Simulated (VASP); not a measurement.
Input of a VASP 6.6.1 run:

Contents of INCAR:

```
PREC = Accurate ; ENCUT = 500
EDIFF = 1E-6 ; ISMEAR = 0
SIGMA = 0.1 ; LREAL = False
LASPH = True ; NELM = 200
ALGO = Normal ; ISIF = 2
LWAVE = False ; LCHARG = False
ISPIN = 2 ; MAGMOM = 1 1 1 0 0 0 0 0
LORBIT = 11 ; LMAXMIX = 4
GGA = PE ; NBANDS = 48
GGA_COMPAT = False
```

KPOINTS

```
Automatic mesh
0
Gamma
  3 3 2
```

The input POSCAR:

```
Ta3S5
1.0
    6.0863045200      0.0000000000      0.0000000000
   -3.0431522600      5.2708943300      0.0000000000
    0.0000000000      0.0000000000      9.6032680500
Ta S
3 5
Direct
    0.5000000000      0.0000000000      0.0000000000
    0.0000000000      0.5000000000      0.0000000000
    0.5000000000      0.5000000000      0.0000000000
    0.5000000000      0.0000000000      0.5000000000
    0.0000000000      0.5000000000      0.5000000000
    0.5000000000      0.5000000000      0.5000000000
    0.0000000000      0.0000000000      0.6709017800
    0.0000000000      0.0000000000      0.3290982200
```

Potentials or basis: VASP PAW PBE potentials, release 64 (Ta_sv_GW, S).

Command:

```bash
$ cat potpaw_PBE.64/Ta_sv_GW/POTCAR potpaw_PBE.64/S/POTCAR > POTCAR
$ mpirun -np 1 vasp_std > vasp.out
```

Task: What does it give for the net moment?

Result: -2.37 μB per cell.

Task: Predict the largest force.

Result: 0.291 eV/Å.

Task: Predict the site moments.

Result: Ta +0.77; S -0.67, -0.86 (each value once) μB.

Task: Predict the pressure.

Result: -10.2 GPa.

Stress tensor (GPa, compression positive):
```
-12.74   0.00   0.00
  0.00 -12.74   0.00
  0.00   0.00  -5.11
```

Caveat: the k points lie up to 0.40 Å⁻¹ apart.
